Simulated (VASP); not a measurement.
# Ir2Pt (Fd-3m) in VASP: relaxation of cell and atoms with PBE

Aim: the relaxation of cell and atoms of Ir2Pt with PBE.

All numbers are computed with VASP 6.6.1; they aren't measurements. Logs are shortened: lines on timing, memory, paths and dates and some standing lists are left out, and cuts for length are marked.

## (1) The cell of the first run

Symmetry: Fd-3m, No. 227, cubic system. Conventional cell: a = 7.276 Å, b = 7.276 Å, c = 7.276 Å, α = 90.00°, β = 90.00°, γ = 90.00°. Ir (site symmetry -3m) has 6 Ir at 2.57 Å and 6 Pt at 3.02 Å within 3.4 Å. Within 4.0 Å of Pt (site symmetry -43m) lie 12 Ir at 3.02 Å and 4 Pt at 3.15 Å.

## (2) Relaxation of cell and atoms, PBE

Contents of INCAR:

```
PREC = Accurate
ENCUT = 600
EDIFF = 1E-6
ISMEAR = 0
SIGMA = 0.1
LREAL = False
LASPH = True
NELM = 80
ALGO = Fast
ISIF = 3
LWAVE = False
LCHARG = False
GGA = PE
IBRION = 2
NSW = 100
EDIFFG = -0.01
```

Contents of KPOINTS:

```
regular mesh
0
Gamma
  10 10 10
```

Contents of POSCAR:

```
Ir2Pt
1.0
    0.0000000000      3.6379721639      3.6379721639
    3.6379721639      0.0000000000      3.6379721639
    3.6379721639      3.6379721639      0.0000000000
Ir Pt
4 2
Direct
    0.1250000000      0.1250000000      0.1250000000
    0.6250000000      0.1250000000      0.1250000000
    0.1250000000      0.1250000000      0.6250000000
    0.1250000000      0.6250000000      0.1250000000
    0.5000000000      0.5000000000      0.5000000000
    0.7500000000      0.7500000000      0.7500000000
```

Potentials or basis: VASP PAW PBE potentials, release 64 (Ir, Pt).

The run is started by

```console
> cat potpaw_PBE.64/Ir/POTCAR potpaw_PBE.64/Pt/POTCAR > POTCAR
> mpirun -np 1 vasp_std > vasp.out
```

OUTCAR:

```text
PREC = Accurate
   ENCUT = 600
   EDIFF = 1E-6
   ISMEAR = 0
   LREAL = False
   LASPH = True
   NELM = 80
   ISIF = 3
   GGA = PE
   IBRION = 2
   NSW = 100
   EDIFFG = -0.01

 ion  position               nearest neighbor table
   1  0.125  0.125  0.125-   2 2.57   3 2.57   4 2.57   3 2.57   4 2.57   2 2.57   6 3.02   5 3.02
                             6 3.02   5 3.02   6 3.02   5 3.02
   2  0.625  0.125  0.125-   1 2.57   3 2.57   4 2.57   1 2.57   3 2.57   4 2.57   5 3.02   6 3.02
                             6 3.02   5 3.02   5 3.02   6 3.02
   3  0.125  0.125  0.625-   1 2.57   1 2.57   2 2.57   4 2.57   4 2.57   2 2.57   6 3.02   5 3.02
                             6 3.02   5 3.02   6 3.02   5 3.02
   4  0.125  0.625  0.125-   1 2.57   3 2.57   1 2.57   2 2.57   3 2.57   2 2.57   5 3.02   6 3.02
                             6 3.02   5 3.02   6 3.02   5 3.02
   5  0.500  0.500  0.500-   2 3.02   4 3.02   2 3.02   3 3.02   4 3.02   3 3.02   1 3.02   1 3.02
                             3 3.02   4 3.02   1 3.02   2 3.02   6 3.15   6 3.15   6 3.15   6 3.15
   6  0.750  0.750  0.750-   2 3.02   3 3.02   4 3.02   2 3.02   4 3.02   1 3.02   1 3.02   2 3.02
                             3 3.02   1 3.02   3 3.02   4 3.02   5 3.15   5 3.15   5 3.15   5 3.15

  LATTYP: Found a face centered cubic cell.
 ALAT       =     7.2759443278

  Lattice vectors:

 A1 = (   0.0000000000,   3.6379721639,   3.6379721639)
 A2 = (   3.6379721639,   0.0000000000,   3.6379721639)
 A3 = (   3.6379721639,   3.6379721639,   0.0000000000)

Analysis of symmetry for initial positions (statically):
=====================================================================
 Subroutine PRICEL returns:
 Original cell was already a primitive cell.

 Routine SETGRP: Setting up the symmetry group for a
 face centered cubic supercell.

 Subroutine GETGRP returns: Found 48 space group operations
 (whereof 24 operations were pure point group operations)
 out of a pool of 48 trial point group operations.

The static configuration has the point symmetry T_d .
 The point group associated with its full space group is O_h .

Analysis of symmetry for dynamics (positions and initial velocities):
=====================================================================
 Subroutine PRICEL returns:
 Original cell was already a primitive cell.

 Routine SETGRP: Setting up the symmetry group for a
 face centered cubic supercell.

 Subroutine GETGRP returns: Found 48 space group operations
 (whereof 24 operations were pure point group operations)
 out of a pool of 48 trial point group operations.

The dynamic configuration has the point symmetry T_d .
 The point group associated with its full space group is O_h .

[... 120 lines left out ...]
   EFERMI =   0.00;   METHOD = LEGACY
   ISMEAR =     0;   SIGMA  =   0.10  broadening in eV -4-tet -1-fermi 0-gaus
   EFERMI_NEDOS =   21; number of points for ismear=-14 and -15
   IALGO  =     68    algorithm
   IMIX   =      4    mixing-type and parameters
     AMIX     =   0.40;   BMIX     =  1.00
     AMIX_MAG =   1.60;   BMIX_MAG =  1.00
  volume/ion in A,a.u.               =      16.05       108.31
  Fermi-wavevector in a.u.,A,eV,Ry     =   1.366474  2.582262 25.405506  1.867252
  Thomas-Fermi vector in A             =   2.492612
   LORBIT       =      0    0 simple, 1 ext, 2 COOP (PROOUT), +10 PAW based schemes
   GGA     = PE    functional components
   LHFCALC =     F    Hartree Fock is set to
   AEXX    =    0.0000 exact exchange contribution
   IVDW    =     0    specifies the selected vdW correction
   LEPSILON=     F    determine dielectric tensor
   LRPA    =     F    only Hartree local field effects (RPA)
 conjugate gradient relaxation of ions
 non-spin polarized calculation
 RMM-DIIS sequential band-by-band and
 Gauss-broadening in eV      SIGMA  =   0.10
  energy-cutoff  :      600.00
  volume of cell :       96.30
 maximum number of plane-waves:      3250
 NGX is ok and might be reduce to    42
   NGX = 21   NGY = 21   NGZ = 21

--------------------------------------- Ionic step        1  -------------------------------------------

 number of electron      56.0000003 magnetization

 Free energy of the ion-electron system (eV)
  ---------------------------------------------------
  ext. energy  EPLUGINS =         0.00000000
  ---------------------------------------------------
  free energy    TOTEN  =       -43.77300694 eV

  energy without entropy =      -43.70751707  energy(sigma->0) =      -43.74026200

------------------------ aborting loop because EDIFF is reached ----------------------------------------

  FORCE on cell =-STRESS in cart. coord.  units (eV):
  Direction    XX          YY          ZZ          XY          YZ          ZX
  --------------------------------------------------------------------------------------
  -------------------------------------------------------------------------------------
  Total        0.3127830      0.3127830      0.3127830      0.0000000      0.0000000      0.0000000
  in kB        5.2041006      5.2041006      5.2041006      0.0000000      0.0000000      0.0000000
  external PRESSURE =       5.2041006 kB  Pullay stress =       0.0000000 kB
[... 67 lines left out ...]
--------------------------------------- Ionic step        3  -------------------------------------------

 number of electron      56.0000003 magnetization

 Free energy of the ion-electron system (eV)
  ---------------------------------------------------
  ext. energy  EPLUGINS =         0.00000000
  ---------------------------------------------------
  free energy    TOTEN  =       -43.77331073 eV

  energy without entropy =      -43.70760877  energy(sigma->0) =      -43.74045975

 E-fermi :   8.8631     XC(G=0): -13.1211

 val. band max:        8.8593657840   @ k =   0.4000   0.2000   0.0000
 cond. band min:       8.8662639795   @ k =   0.4000   0.3000   0.1000
 fundamental gap:      0.0068981955
 Fermi energy:         8.8631348371

 k-point     1 :       0.0000    0.0000    0.0000
  band No.  band energies     occupation
      1      -1.2857      2.00000
      2       0.9186      2.00000
      3       2.2073      2.00000
      4       2.2073      2.00000
      5       2.2073      2.00000
      6       3.8408      2.00000
[... 853 lines left out ...]
     32       9.6830      0.00000
     33      10.9208      0.00000

 [... further k-points ...]

------------------------ aborting loop because EDIFF is reached ----------------------------------------

  FORCE on cell =-STRESS in cart. coord.  units (eV):
  Direction    XX          YY          ZZ          XY          YZ          ZX
  --------------------------------------------------------------------------------------
  -------------------------------------------------------------------------------------
  Total        0.0061222      0.0061222      0.0061222      0.0000000      0.0000000      0.0000000
  in kB        0.1016603      0.1016603      0.1016603      0.0000000      0.0000000      0.0000000
  external PRESSURE =       0.1016603 kB  Pullay stress =       0.0000000 kB
[... 21 lines left out ...]
  FREE ENERGIE OF THE ION-ELECTRON SYSTEM (eV)
  ---------------------------------------------------
  free  energy   TOTEN  =       -43.7733107317 eV

  energy  without entropy=      -43.7076087669  energy(sigma->0) =      -43.74045975

 reached required accuracy - stopping structural energy minimisation
```

Run time: 8 min. Hardware: 1 thread of Intel Xeon Platinum 8259CL at 2.50GHz (Skylake/Cascade Lake), shared host; peak memory 0.37 GiB.

What came out:

```yaml
Free_energy: -43.7733 eV
Relaxed_volume: 16.08 Å³/atom
Relaxed_cell: a = 5.148 Å, b = 5.148 Å, c = 5.148 Å, α = 60.00°, β = 60.00°, γ = 60.00°
Space_group_after_relaxing_to_0.1_Å: Fd-3m (No. 227)
Energy_gained_by_relaxing: 0.1 meV/atom
Ionic_steps: 3
Pressure_after_relaxing: 0.0 GPa
Band_gap_on_the_k_mesh: zero (bands 28 and 29 overlap by 0.80 eV)
```

The path:
| step | energy change (eV) | largest force (eV/Å) | pressure (GPa) | volume (Å³) |
| --- | --- | --- | --- | --- |
| 1 | 0.0000 | 0.0000 | 0.52 | 96.30 |
| 2 | 0.0021 | 0.0000 | -1.43 | 97.02 |
| 3 | -0.0003 | 0.0000 | 0.01 | 96.49 |

Final structure:
```
Ir Pt
1.0
     0.00000    3.64038    3.64038
     3.64038    0.00000    3.64038
     3.64038    3.64038    0.00000
Ir Pt
4 2
Direct
  0.12500 0.12500 0.12500
  0.62500 0.12500 0.12500
  0.12500 0.12500 0.62500
  0.12500 0.62500 0.12500
  0.50000 0.50000 0.50000
  0.75000 0.75000 0.75000
```

Levels at points of the mesh, in eV from the Fermi level:
| k point | band 25 | band 26 | band 27 | band 28 | band 29 | band 30 | band 31 | band 32 |
| --- | --- | --- | --- | --- | --- | --- | --- | --- |
| (0.00, 0.00, 0.00) | -0.05 | -0.05 | 0.57 | 0.60 | 0.60 | 2.59 | 2.59 | 2.59 |
| (0.50, 0.00, 0.00) | -0.65 | -0.34 | -0.34 | -0.08 | -0.08 | 0.42 | 0.42 | 1.95 |
| (0.50, 0.50, 0.00) | -0.79 | -0.79 | -0.71 | -0.71 | -0.20 | -0.20 | 0.31 | 0.31 |

Caveat: spin-orbit coupling is left out, which moves the levels of the heavy elements.
